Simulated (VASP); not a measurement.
Crystal: NbSnTe4.

```
CELL_PARAMETERS angstrom
5.45850 0.00000 0.00000
-2.72925 4.72720 0.00000
0.00000 0.00000 6.23931
ATOMIC_POSITIONS crystal
Nb 0.00000 0.00000 0.50000
Sn 0.00000 0.00000 0.00000
Te 0.33333 0.66667 0.73776
Te 0.33333 0.66667 0.26224
Te 0.66667 0.33333 0.73776
Te 0.66667 0.33333 0.26224
```

| Property | Result |
| --- | --- |
| Program | VASP 6.6.1 |
| Task | relaxation of cell and atoms |
| Functional | PBE |
| Potentials or basis | VASP PAW PBE potentials, release 64 (Nb_sv, Sn_d, Te) |
| Cutoff | 600 eV |
| k mesh | 6 × 6 × 4 |
| Occupations | gaussian, width 0.1 eV |
| Spin | no spin polarisation |

At the start: pressure 0.2 GPa; volume 26.83 Å³/atom.

Question: Where does the relaxation end?

Answer: Over 6 steps the energy falls by 5.3 meV/atom and the volume is 26.88 Å³/atom (+0.2 %); space group P6/mmm (No. 191, to 0.05 Å).

The path:
| step | energy change (eV) | largest force (eV/Å) | pressure (GPa) | volume (Å³) |
| --- | --- | --- | --- | --- |
| 1 | 0.0000 | 0.1386 | 0.17 | 161.00 |
| 2 | -0.0198 | 0.1858 | -0.23 | 161.64 |
| 3 | -0.0219 | 0.2070 | -0.39 | 161.94 |
| 4 | -0.0299 | 0.0816 | 0.20 | 160.56 |
| 5 | -0.0301 | 0.0595 | 0.32 | 160.31 |
| 6 | -0.0318 | 0.0052 | -0.01 | 161.30 |

Final structure:
```
Nb Sn Te
1.0
     5.40302    0.00000    0.00000
    -2.70151    4.67915    0.00000
     0.00000    0.00000    6.38020
Nb Sn Te
1 1 4
Direct
  0.00000 0.00000 0.50000
  0.00000 0.00000 0.00000
  0.33333 0.66667 0.73246
  0.33333 0.66667 0.26754
  0.66667 0.33333 0.73246
  0.66667 0.33333 0.26754
```
